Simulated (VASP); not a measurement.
# Ga (P2_1/m) in VASP: notebook, part 2 of 2

VASP 6.6.1. Earlier steps stand in the parts before.

## (4) Single point, PBEsol (strained and its atoms moved)

Contents of INCAR:

```
PREC = Accurate
ENCUT = 520
EDIFF = 1E-7
ISMEAR = 0
SIGMA = 0.1
LREAL = False
LASPH = True
NELM = 100
ALGO = Normal
ISIF = 2
LWAVE = False
LCHARG = False
GGA = PS
NBANDS = 20
```

Contents of KPOINTS:

```
Automatic mesh
0
Gamma
  16 12 10
```

Contents of POSCAR:

```
Ga
1.0
    2.7314389674      0.0000000000     -0.0078351503
    0.0000000000      3.4681682497      0.0000000000
   -1.3319662491      0.0000000000      4.1110963643
Ga
2
Direct
    0.8284459729      0.2500000000      0.2275163459
    0.1715540271      0.7500000000      0.7724836541
```

Potentials or basis: VASP PAW PBE potentials, release 64 (Ga_d).

Run with:

```bash
$ cat potpaw_PBE.64/Ga_d/POTCAR > POTCAR
$ mpirun -np 1 vasp_std > vasp.out
```

OUTCAR:

```text
PREC = Accurate
   ENCUT = 520
   EDIFF = 1E-7
   ISMEAR = 0
   LREAL = False
   LASPH = True
   NELM = 100
   ISIF = 2
   GGA = PS

 ion  position               nearest neighbor table
   1  0.828  0.250  0.228-   2 2.81   2 2.81   2 2.84   2 2.84
   2  0.172  0.750  0.772-   1 2.81   1 2.81   1 2.84   1 2.84

  LATTYP: Found a simple monoclinic cell.
 ALAT       =     2.7314502050
 B/A-ratio  =     1.2697168132
 C/A-ratio  =     1.5821217259
 COS(beta)  =    -0.3109470228

  Lattice vectors:

 A1 = (   2.7314389674,   0.0000000000,  -0.0078351503)
 A2 = (   0.0000000000,   3.4681682497,   0.0000000000)
 A3 = (  -1.3319662491,   0.0000000000,   4.1110963643)

Analysis of symmetry for initial positions (statically):
=====================================================================
 Subroutine PRICEL returns:
 Original cell was already a primitive cell.

 Routine SETGRP: Setting up the symmetry group for a
 simple monoclinic supercell.

 Subroutine GETGRP returns: Found  4 space group operations
 (whereof  2 operations were pure point group operations)
 out of a pool of  4 trial point group operations.

The static configuration has the point symmetry S_2 .
 The point group associated with its full space group is C_2h.

Analysis of symmetry for dynamics (positions and initial velocities):
=====================================================================
 Subroutine PRICEL returns:
 Original cell was already a primitive cell.

 Routine SETGRP: Setting up the symmetry group for a
 simple monoclinic supercell.

 Subroutine GETGRP returns: Found  4 space group operations
 (whereof  2 operations were pure point group operations)
 out of a pool of  4 trial point group operations.

The dynamic configuration has the point symmetry S_2 .
 The point group associated with its full space group is C_2h.

[... 105 lines left out ...]
   ISYM   =      2    0-nonsym 1-usesym 2-fastsym
   POTIM  = 0.5000    time-step for ionic-motion
   TEBEG  =    0.0;   TEEND  =   0.0 temperature during run
   PSTRESS=    0.0 pullay stress
   NELECT =      26.0000    total number of electrons
   NUPDOWN=      -1.0000    fix difference up-down
   EMIN   =  10.00;   EMAX   =-10.00  energy-range for DOS
   EFERMI =   0.00;   METHOD = LEGACY
   ISMEAR =     0;   SIGMA  =   0.10  broadening in eV -4-tet -1-fermi 0-gaus
   EFERMI_NEDOS =   21; number of points for ismear=-14 and -15
   IALGO  =     38    algorithm
   IMIX   =      4    mixing-type and parameters
     AMIX     =   0.40;   BMIX     =  1.00
     AMIX_MAG =   1.60;   BMIX_MAG =  1.00
  volume/ion in A,a.u.               =      19.45       131.28
  Fermi-wavevector in a.u.,A,eV,Ry     =   1.431256  2.704682 27.871465  2.048495
  Thomas-Fermi vector in A             =   2.551013
   LORBIT       =      0    0 simple, 1 ext, 2 COOP (PROOUT), +10 PAW based schemes
   GGA     = PS    functional components
   LHFCALC =     F    Hartree Fock is set to
   AEXX    =    0.0000 exact exchange contribution
   IVDW    =     0    specifies the selected vdW correction
   LEPSILON=     F    determine dielectric tensor
   LRPA    =     F    only Hartree local field effects (RPA)
 non-spin polarized calculation
 Gauss-broadening in eV      SIGMA  =   0.10
  energy-cutoff  :      520.00
  volume of cell :       38.91
 maximum number of plane-waves:      1065
   NGX = 11   NGY = 13   NGZ = 17

 number of electron      25.9999985 magnetization

 Free energy of the ion-electron system (eV)
  ---------------------------------------------------
  ext. energy  EPLUGINS =         0.00000000
  ---------------------------------------------------
  free energy    TOTEN  =        -6.62960112 eV

  energy without entropy =       -6.62604273  energy(sigma->0) =       -6.62782192

 E-fermi :   5.0601     XC(G=0): -10.9499

 val. band max:        5.0591645516   @ k =  -0.3125   0.1667   0.1000
 cond. band min:       5.0691796116   @ k =  -0.3125   0.1667   0.4000
 fundamental gap:      0.0100150600
 Fermi energy:         5.0601261719

 k-point     1 :       0.0000    0.0000    0.0000
  band No.  band energies     occupation
      1     -10.0105      2.00000
      2      -9.9793      2.00000
      3      -9.9699      2.00000
      4      -9.9327      2.00000
      5      -9.6699      2.00000
      6      -9.6637      2.00000
[... 541 lines left out ...]
     19      14.9318      0.00000
     20      16.1351      0.00000

 [... further k-points ...]
[... 5 lines left out ...]
  --------------------------------------------------------------------------------------
  -------------------------------------------------------------------------------------
  Total       -0.3549710     -1.0776013     -1.1862856      0.0000000      0.0000000      0.0003737
  in kB      -14.6169896    -44.3734469    -48.8488474      0.0000000      0.0000000      0.0153868
  external PRESSURE =     -35.9464280 kB  Pullay stress =       0.0000000 kB

 VOLUME and BASIS-vectors are now :
 -----------------------------------------------------------------------------
  energy-cutoff  :      520.00
  volume of cell :       38.91
      direct lattice vectors                 reciprocal lattice vectors
     2.731438967  0.000000000 -0.007835150     0.366447961  0.000000000  0.118726557
     0.000000000  3.468168250  0.000000000     0.000000000  0.288336646  0.000000000
    -1.331966249  0.000000000  4.111096364     0.000698396  0.000000000  0.243470391

 POSITION                                       TOTAL-FORCE (eV/Angst)
 -----------------------------------------------------------------------------------
      1.95981      0.86704      0.92885         0.058591      0.000000      0.226375
     -0.56033      2.60113      3.17441        -0.058591      0.000000     -0.226375
 -----------------------------------------------------------------------------------
    total drift:                                0.000000      0.000000     -0.000000

  FREE ENERGIE OF THE ION-ELECTRON SYSTEM (eV)
  ---------------------------------------------------
  free  energy   TOTEN  =        -6.6296011192 eV

  energy  without entropy=       -6.6260427263  energy(sigma->0) =       -6.62782192
```

OSZICAR:

```text
N       E                     dE             d eps       ncg     rms          rms(c)
DAV:   1     0.131903706137E+03    0.13190E+03   -0.13258E+04 24056   0.242E+03
DAV:   2     0.496755233542E+01   -0.12694E+03   -0.12374E+03 23660   0.383E+02
DAV:   3    -0.653237215373E+01   -0.11500E+02   -0.11443E+02 25936   0.950E+01
DAV:   4    -0.670877239322E+01   -0.17640E+00   -0.17630E+00 26300   0.130E+01
DAV:   5    -0.671170613256E+01   -0.29337E-02   -0.29336E-02 26308   0.165E+00    0.146E+00
DAV:   6    -0.664352350588E+01    0.68183E-01   -0.13403E-01 30524   0.603E+00    0.711E-01
DAV:   7    -0.663117477593E+01    0.12349E-01   -0.21596E-02 32920   0.203E+00    0.217E-01
DAV:   8    -0.662958751365E+01    0.15873E-02   -0.24901E-03 25548   0.696E-01    0.173E-02
DAV:   9    -0.662960033856E+01   -0.12825E-04   -0.12061E-04 26116   0.115E-01    0.742E-03
DAV:  10    -0.662960098880E+01   -0.65024E-06   -0.67740E-06 25900   0.315E-02    0.220E-03
DAV:  11    -0.662960110605E+01   -0.11725E-06   -0.75771E-07 27376   0.105E-02    0.646E-04
DAV:  12    -0.662960111917E+01   -0.13117E-07   -0.11902E-07 14468   0.525E-03
   1 F= -.66296011E+01 E0= -.66278219E+01  d E =-.355839E-02
```

stdout:

```text
POSCAR found type information on POSCAR Ga
 POSCAR found :  1 types and       2 ions
 scaLAPACK will be used
 -----------------------------------------------------------------------------
|                                                                             |
|                                                                             |
|     You enforced a specific xc type in the INCAR file but a different       |
|     I HOPE YOU KNOW WHAT YOU ARE DOING!                                     |
|                                                                             |
 -----------------------------------------------------------------------------

 LDA part: xc-table for (Slater+PW92), standard interpolation
 POSCAR, INCAR and KPOINTS ok, starting setup
 FFT: planning ... GRIDC
 FFT: planning ... GRID_SOFT
 FFT: planning ... GRID
 WAVECAR not read
 entering main loop
```

Run time: 2.7 min. Hardware: 1 thread of Intel Xeon Platinum 8488C (Sapphire Rapids), shared host; peak memory 0.43 GiB.

Results:

```yaml
Free_energy: -6.6296 eV
Pressure: -3.6 GPa
Largest_force: 0.234 eV/Å
Band_gap_on_the_k_mesh: zero (band 13 reaches 8.30 eV, above the bottom of band 14 at 0.91 eV)
```

Forces on the atoms (eV/Å):
```
Ga   0.059  0.000  0.226
Ga  -0.059  0.000 -0.226
```

Levels at points of the mesh, in eV from the Fermi level:
| k point | band 10 | band 11 | band 12 | band 13 | band 14 | band 15 | band 16 | band 17 |
| --- | --- | --- | --- | --- | --- | --- | --- | --- |
| (0.00, 0.00, 0.00) | -14.58 | -10.92 | -2.06 | -1.93 | 1.02 | 4.81 | 9.21 | 9.87 |
| (0.50, 0.00, 0.00) | -14.58 | -5.41 | -4.99 | -1.01 | 0.20 | 5.97 | 6.34 | 7.29 |
| (0.00, 0.50, 0.00) | -14.63 | -7.77 | -7.77 | 1.35 | 1.35 | 2.29 | 2.29 | 12.06 |
| (0.50, 0.50, 0.00) | -14.56 | -2.45 | -2.45 | -1.89 | -1.89 | 2.00 | 2.00 | 4.87 |
| (0.00, 0.00, 0.50) | -14.63 | -9.13 | -8.09 | 2.99 | 4.19 | 4.81 | 5.11 | 8.41 |
| (0.50, 0.00, 0.50) | -14.56 | -5.62 | -4.57 | -1.29 | 0.17 | 5.39 | 5.82 | 8.38 |
| (0.00, 0.50, 0.50) | -14.66 | -6.29 | -6.29 | -4.15 | -4.15 | 11.05 | 11.05 | 11.43 |
| (0.50, 0.50, 0.50) | -14.59 | -2.70 | -2.70 | -1.53 | -1.53 | 2.35 | 2.35 | 4.01 |

Caveat: the cell differs from its parent crystal (strained and its atoms moved); the PAW data sets were made with another functional, which shifts forces and pressure a little.

## (5) Overview

| cell | gap on the mesh (eV) | pressure (GPa) | largest force (eV/Å) |
| --- | --- | --- | --- |
| a = 2.803, b = 3.332, c = 4.377 Å, angles 90.0, 108.2, 90.0°, 2 atoms | none | -2.9 | 0.63 |
| a = 2.698, b = 3.147, c = 4.114 Å, angles 90.0, 108.7, 90.0°, 2 atoms | none | 15.0 | 2.94 |
| a = 2.731, b = 3.468, c = 4.321 Å, angles 90.0, 108.1, 90.0°, 2 atoms | none | -3.6 | 0.23 |

Alike in all rows: task single point; level PBEsol; potentials or basis VASP PAW PBE potentials, release 64 (Ga_d); no spin polarisation; k mesh 16 × 12 × 10; cutoff (eV) 520; smearing gaussian 0.1 eV.

Caveats: the PAW data sets were made with another functional, which shifts forces and pressure a little.

Total energies depend on the potentials used, so only differences within one code and one set of settings carry meaning.
